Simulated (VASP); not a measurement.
**ReSe: single point with r2SCAN**

The system is ReSe.

```
Re Se
1.0
     0.00000    2.63811    2.63811
     2.63811    0.00000    2.63811
     2.63811    2.63811    0.00000
Re Se
1 1
Direct
  0.50000 0.50000 0.50000
  0.00000 0.00000 0.00000
```

* Program: VASP 6.6.1
* Task: single point
* Functional: r2SCAN
* Potentials or basis: VASP PAW PBE potentials, release 64 (Re, Se)
* Cutoff: 520 eV
* k mesh: 12 × 12 × 12
* Occupations: gaussian, width 0.05 eV
* Spin: collinear spin
* Starting moments: [1.95, 0.0] μB
* Dipole correction: no
* Further INCAR settings: ALGO = Normal; EDIFF = 1e-06; NBANDS = 18

* Pressure: -2.2 GPa
* Net moment: 2.36 μB per cell
* Site moments: Re +2.29; Se +0.03 μB
* Valence electrons inside the program's atomic spheres: Re 5.68; Se 3.94

Levels at points of the mesh, in eV from the Fermi level:
Spin up:
```tsv
k point	band 5	band 6	band 7	band 8	band 9	band 10	band 11	band 12
(0.00, 0.00, 0.00)	-2.63	-2.63	-2.63	-2.62	-2.62	1.17	8.80	12.39
(0.50, 0.00, 0.00)	-1.65	-1.65	-1.22	2.54	4.20	4.20	5.84	5.84
(0.50, 0.50, 0.00)	-4.31	-1.82	-1.16	-1.16	-0.74	0.97	9.75	10.95
```
Spin down:
```tsv
k point	band 3	band 4	band 5	band 6	band 7	band 8
(0.00, 0.00, 0.00)	-2.59	-2.59	-1.41	-1.41	-1.41	-1.39
(0.50, 0.00, 0.00)	-5.76	-5.76	0.62	0.62	1.00	2.93
(0.50, 0.50, 0.00)	-4.24	-4.24	-3.04	-0.51	0.68	1.31
```

Run time: 2.4 min on 1 thread of Intel(R) Xeon(R) 6975P-C (Granite Rapids) (shared host), peak memory 0.23 GiB.

Caveat: the PAW data sets were made with another functional, which shifts forces and pressure a little; spin-orbit coupling is left out, which moves the levels of the heavy elements.
